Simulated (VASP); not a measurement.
# TaBi (WC type) (P-6m2) in VASP: notebook

Runs on TaBi (WC type). Level: PBE. Tasks: single point.

Program: VASP 6.6.1. These are calculated values, not measurements. Logs are shortened: lines on timing, memory, paths and dates and some standing lists are left out, and cuts for length are marked.

### 1 The cell of the first run

It takes space group P-6m2 (No. 187, hexagonal). Conventional cell: a = 2.793 Å, b = 2.793 Å, c = 3.927 Å, α = 90.00°, β = 90.00°, γ = 120.00°. Within 3.4 Å of Ta (site symmetry -6m2) lie 6 Bi at 2.54 Å and 6 Ta at 2.79 Å. Bi (site symmetry -6m2) has 6 Ta at 2.54 Å and 6 Bi at 2.79 Å within 3.4 Å.

### 2 Single point, PBE

INCAR

```
SYSTEM = TaBi
PREC = Accurate
ENCUT = 520
EDIFF = 1E-6
ISMEAR = -1
SIGMA = 0.1
LREAL = .FALSE.
LASPH = .TRUE.
NELM = 80
ALGO = Normal
ISIF = 2
LWAVE = .FALSE.
LCHARG = .FALSE.
GGA = PE
NBANDS = 20
```

KPOINTS

```
regular mesh
0
G
  14 14 12
  0 0 0
```

POSCAR

```
TaBi
1.0
    2.7934215666      0.0000000000      0.0000000000
   -1.3967107833      2.4191740401      0.0000000000
    0.0000000000      0.0000000000      3.9267667070
Ta Bi
1 1
Direct
    0.0000000000      0.0000000000      0.0000000000
    0.3333333333      0.6666666667      0.5000000000
```

Potentials or basis: VASP PAW PBE potentials, release 64 (Ta_pv, Bi_d).

Command:

```sh
> cat potpaw_PBE.64/Ta_pv/POTCAR potpaw_PBE.64/Bi_d/POTCAR > POTCAR
> mpirun -np 1 vasp_std > vasp.out
```

OUTCAR:

```text
SYSTEM = TaBi
   PREC = Accurate
   ENCUT = 520
   EDIFF = 1E-6
   ISMEAR = -1
   LREAL = .FALSE.
   LASPH = .TRUE.
   NELM = 80
   ISIF = 2
   GGA = PE

 ion  position               nearest neighbor table
   1  0.000  0.000  0.000-   2 2.54   2 2.54   2 2.54   2 2.54   2 2.54   2 2.54
   2  0.333  0.667  0.500-   1 2.54   1 2.54   1 2.54   1 2.54   1 2.54   1 2.54

  LATTYP: Found a hexagonal cell.
 ALAT       =     2.7934215666
 C/A-ratio  =     1.4057193350

  Lattice vectors:

 A1 = (   2.7934215666,   0.0000000000,   0.0000000000)
 A2 = (  -1.3967107833,   2.4191740401,   0.0000000000)
 A3 = (   0.0000000000,   0.0000000000,   3.9267667070)

Analysis of symmetry for initial positions (statically):
=====================================================================
 Subroutine PRICEL returns:
 Original cell was already a primitive cell.

 Routine SETGRP: Setting up the symmetry group for a
 hexagonal supercell.

 Subroutine GETGRP returns: Found 12 space group operations
 (whereof 12 operations were pure point group operations)
 out of a pool of 24 trial point group operations.

The static configuration has the point symmetry D_3h.

Analysis of symmetry for dynamics (positions and initial velocities):
=====================================================================
 Subroutine PRICEL returns:
 Original cell was already a primitive cell.

 Routine SETGRP: Setting up the symmetry group for a
 hexagonal supercell.

 Subroutine GETGRP returns: Found 12 space group operations
 (whereof 12 operations were pure point group operations)
 out of a pool of 24 trial point group operations.

The dynamic configuration has the point symmetry D_3h.

 Subroutine INISYM returns: Found 12 space group operations
 (whereof 12 operations are pure point group operations),
 and found     1 'primitive' translations

----------------------------------------------------------------------------------------

                                     Primitive cell

  volume of cell :      26.5362

  direct lattice vectors                    reciprocal lattice vectors
     2.793421567  0.000000000  0.000000000     0.357983919  0.206682112  0.000000000
    -1.396710783  2.419174040  0.000000000     0.000000000  0.413364224  0.000000000
     0.000000000  0.000000000  3.926766707     0.000000000  0.000000000  0.254662442

  length of vectors
     2.793421567  2.793421567  3.926766707     0.413364224  0.413364224  0.254662442

  position of ions in fractional coordinates (direct lattice)
     0.000000000  0.000000000  0.000000000
     0.333333333  0.666666667  0.500000000

  ion indices of the primitive-cell ions
   primitive index   ion index
                 1           1
                 2           2

----------------------------------------------------------------------------------------

 KPOINTS: regular mesh

Automatic generation of k-mesh.
 Grid dimensions read from file:
 generate k-points for:   14   14   12

 Generating k-lattice:

  Cartesian coordinates                     Fractional coordinates (reciprocal lattice)
     0.025570280  0.014763008  0.000000000     0.071428571  0.000000000  0.000000000
     0.000000000  0.029526016  0.000000000     0.000000000  0.071428571  0.000000000
     0.000000000  0.000000000  0.021221870     0.000000000  0.000000000  0.083333333

  Length of vectors
     0.029526016  0.029526016  0.021221870

  Shift w.r.t. Gamma in fractional coordinates (k-lattice)
     0.000000000  0.000000000  0.000000000

 Subroutine IBZKPT returns following result:
 ===========================================

 Found    168 irreducible k-points:

 Following reciprocal coordinates:
            Coordinates               Weight
  0.000000  0.000000  0.000000      1.000000
  0.071429 -0.000000  0.000000      6.000000
  0.142857 -0.000000  0.000000      6.000000
  0.214286 -0.000000  0.000000      6.000000
  0.285714  0.000000  0.000000      6.000000
  0.357143  0.000000  0.000000      6.000000
[... 16 lines left out ...]
  0.285714  0.285714  0.000000      6.000000
  0.357143  0.285714  0.000000      6.000000
 [... further k-points ...]
   k-points           NKPTS =    168   k-points in BZ     NKDIM =    168   number of bands    NBANDS=     20
   number of dos      NEDOS =    301   number of ions     NIONS =      2
   total plane-waves  NPLWV =  17280
   dimension x,y,z NGX =    24 NGY =   24 NGZ =   30
   dimension x,y,z NGXF=    48 NGYF=   48 NGZF=   60
   ions per type =               1   1
   NGX,Y,Z   is equivalent  to a cutoff of  14.28, 14.28, 12.70 a.u.
   NGXF,Y,Z  is equivalent  to a cutoff of  28.57, 28.57, 25.40 a.u.
 SYSTEM =  TaBi
   PREC   = accura    normal or accurate (medium, high low for compatibility)
   ISTART =      0    job   : 0-new  1-cont  2-samecut
   ICHARG =      2    charge: 1-file 2-atom 10-const
   ISPIN  =      1    spin polarized calculation?
   LNONCOLLINEAR =      F non collinear calculations
   LSORBIT =      F    spin-orbit coupling
   LASPH  =      T    aspherical Exc in radial PAW
   ENCUT  =  520.0 eV  38.22 Ry    6.18 a.u.   5.19  5.19  7.30*2*pi/ulx,y,z
   NELM   =     80;   NELMIN=  2; NELMDL= -5     # of ELM steps
   EDIFF  = 0.1E-05   stopping-criterion for ELM
   LREAL  =      F    real-space projection
   EDIFFG = 0.1E-04   stopping-criterion for IOM
   NSW    =      0    number of steps for IOM
   IBRION =     -1    ionic relax: 0-MD 1-quasi-New 2-CG
   NFREE  =      0    steps in history (QN), initial steepest desc. (CG)
   ISIF   =      2    stress and relaxation
   ISYM   =      2    0-nonsym 1-usesym 2-fastsym
   POTIM  = 0.5000    time-step for ionic-motion
   TEBEG  =    0.0;   TEEND  =   0.0 temperature during run
   PSTRESS=    0.0 pullay stress
   NELECT =      26.0000    total number of electrons
   NUPDOWN=      -1.0000    fix difference up-down
   EMIN   =  10.00;   EMAX   =-10.00  energy-range for DOS
   EFERMI =   0.00;   METHOD = LEGACY
   ISMEAR =    -1;   SIGMA  =   0.10  broadening in eV -4-tet -1-fermi 0-gaus
   EFERMI_NEDOS =   21; number of points for ismear=-14 and -15
   IALGO  =     38    algorithm
   IMIX   =      4    mixing-type and parameters
     AMIX     =   0.40;   BMIX     =  1.00
     AMIX_MAG =   1.60;   BMIX_MAG =  1.00
  volume/ion in A,a.u.               =      13.27        89.54
  Fermi-wavevector in a.u.,A,eV,Ry     =   1.625997  3.072689 35.971980  2.643866
  Thomas-Fermi vector in A             =   2.719028
   LORBIT       =      0    0 simple, 1 ext, 2 COOP (PROOUT), +10 PAW based schemes
   GGA     = PE    functional components
   LHFCALC =     F    Hartree Fock is set to
   AEXX    =    0.0000 exact exchange contribution
   IVDW    =     0    specifies the selected vdW correction
   LEPSILON=     F    determine dielectric tensor
   LRPA    =     F    only Hartree local field effects (RPA)
 non-spin polarized calculation
  energy-cutoff  :      520.00
  volume of cell :       26.54
 maximum number of plane-waves:       730
 NGX is ok and might be reduce to    24
   NGX = 11   NGY = 11   NGZ = 15

 number of electron      26.0000001 magnetization

 Free energy of the ion-electron system (eV)
  ---------------------------------------------------
  ext. energy  EPLUGINS =         0.00000000
  ---------------------------------------------------
  free energy    TOTEN  =        -7.22249333 eV

  energy without entropy =       -7.18055697  energy(sigma->0) =       -7.20152515

 E-fermi :  16.5893     XC(G=0): -14.6600

 val. band max:       16.5870021645   @ k =   0.2857   0.2143   0.4167
 cond. band min:      16.5961455565   @ k =   0.3571   0.0000   0.1667
 fundamental gap:      0.0091433920
 Fermi energy:        16.5893012524

 k-point     1 :       0.0000    0.0000    0.0000
  band No.  band energies     occupation
      1     -18.3535      2.00000
      2     -16.8824      2.00000
      3     -16.8824      2.00000
      4      -8.8275      2.00000
      5      -8.5385      2.00000
      6      -8.5385      2.00000
[... 12 lines left out ...]
     19      27.9546      0.00000
     20      29.6485      0.00000

 k-point     2 :       0.0714   -0.0000    0.0000
  band No.  band energies     occupation
      1     -18.3452      2.00000
      2     -16.9781      2.00000
      3     -16.9011      2.00000
      4      -8.7840      2.00000
      5      -8.5532      2.00000
      6      -8.4897      2.00000
[... 12 lines left out ...]
     19      27.0882      0.00000
     20      29.5347      0.00000

 k-point     3 :       0.1429   -0.0000    0.0000
  band No.  band energies     occupation
      1     -18.3218      2.00000
      2     -17.2384      2.00000
      3     -16.9529      2.00000
      4      -8.7376      2.00000
      5      -8.5215      2.00000
      6      -8.3510      2.00000
[... 12 lines left out ...]
     19      27.5822      0.00000
     20      28.8659      0.00000

 k-point     4 :       0.2143   -0.0000    0.0000
  band No.  band energies     occupation
      1     -18.2877      2.00000
      2     -17.5964      2.00000
      3     -17.0270      2.00000
      4      -8.8172      2.00000
      5      -8.3360      2.00000
      6      -8.1451      2.00000
[... 12 lines left out ...]
     19      27.8445      0.00000
     20      28.3999      0.00000

 k-point     5 :       0.2857    0.0000    0.0000
  band No.  band energies     occupation
      1     -18.2492      2.00000
      2     -17.9720      2.00000
      3     -17.1081      2.00000
      4      -8.9364      2.00000
      5      -8.1165      2.00000
      6      -8.1096      2.00000
[... 12 lines left out ...]
     19      27.1385      0.00000
     20      28.9577      0.00000
[... 353 lines left out ...]
      6      -8.1294      2.00000
[... 12 lines left out ...]
     19      27.9813      0.00000
     20      28.7180      0.00000

 k-point    22 :       0.3571    0.2143    0.0000
  band No.  band energies     occupation
      1     -18.3549      2.00000
      2     -18.1639      2.00000
      3     -17.6760      2.00000
      4      -8.6664      2.00000
      5      -8.4221      2.00000
      6      -7.9878      2.00000
[... 12 lines left out ...]
     19      28.0135      0.00000
     20      28.4411      0.00000

 k-point    23 :       0.2857    0.2857    0.0000
  band No.  band energies     occupation
      1     -18.2642      2.00000
      2     -18.1613      2.00000
      3     -17.7980      2.00000
      4      -8.4689      2.00000
      5      -8.4439      2.00000
      6      -8.1185      2.00000
[... 12 lines left out ...]
     19      28.1616      0.00000
     20      28.5951      0.00000

 k-point    24 :       0.3571    0.2857    0.0000
  band No.  band energies     occupation
      1     -18.2142      2.00000
      2     -18.1553      2.00000
      3     -17.9132      2.00000
      4      -8.4681      2.00000
      5      -8.3921      2.00000
      6      -8.0743      2.00000
[... 12 lines left out ...]
     19      28.9764      0.00000
     20      29.0661      0.00000

 [... further k-points ...]
[... 5 lines left out ...]
  --------------------------------------------------------------------------------------
  -------------------------------------------------------------------------------------
  Total       33.3184113     33.3184113     33.3814514      0.0000000      0.0000000      0.0000000
  in kB     2011.6673708   2011.6673707   2015.4735498      0.0000000      0.0000000      0.0000000
  external PRESSURE =    2012.9360971 kB  Pullay stress =       0.0000000 kB

 VOLUME and BASIS-vectors are now :
 -----------------------------------------------------------------------------
  energy-cutoff  :      520.00
  volume of cell :       26.54
      direct lattice vectors                 reciprocal lattice vectors
     2.793421567  0.000000000  0.000000000     0.357983919  0.206682112  0.000000000
    -1.396710783  2.419174040  0.000000000     0.000000000  0.413364224  0.000000000
     0.000000000  0.000000000  3.926766707     0.000000000  0.000000000  0.254662442

 POSITION                                       TOTAL-FORCE (eV/Angst)
 -----------------------------------------------------------------------------------
      0.00000      0.00000      0.00000         0.000000     -0.000000      0.000000
     -0.00000      1.61278      1.96338        -0.000000      0.000000      0.000000
 -----------------------------------------------------------------------------------
    total drift:                                0.000000     -0.000000     -0.000000

  FREE ENERGIE OF THE ION-ELECTRON SYSTEM (eV)
  ---------------------------------------------------
  free  energy   TOTEN  =        -7.2224933316 eV

  energy  without entropy=       -7.1805569656  energy(sigma->0) =       -7.20152515
```

Run time: 40 s. Hardware: 1 thread of AMD EPYC 9R45 (Zen 5), shared host; peak memory 0.19 GiB.

Results:

```yaml
Free_energy: -7.2225 eV
Pressure: 201.3 GPa
Band_gap_on_the_k_mesh: zero (band 13 reaches 18.24 eV, above the bottom of band 14 at 15.11 eV)
```

Stress tensor (GPa, compression positive):
```
201.17   0.00   0.00
  0.00 201.17   0.00
  0.00   0.00 201.55
```

Levels at points of the mesh, in eV from the Fermi level:
```csv
k point,band 11,band 12,band 13,band 14,band 15,band 16
"(0.00, 0.00, 0.00)",-4.34,-1.15,-1.15,2.12,2.12,5.65
"(0.50, 0.00, 0.00)",-6.58,-4.45,1.55,2.19,4.98,5.83
"(0.00, 0.00, 0.50)",-3.66,-0.30,-0.30,1.65,1.65,6.74
"(0.50, 0.00, 0.50)",-6.53,-2.37,-2.09,0.31,3.28,6.66
```

Caveat: spin-orbit coupling is left out, which moves the levels of the heavy elements.

[end of part 1 of 2]
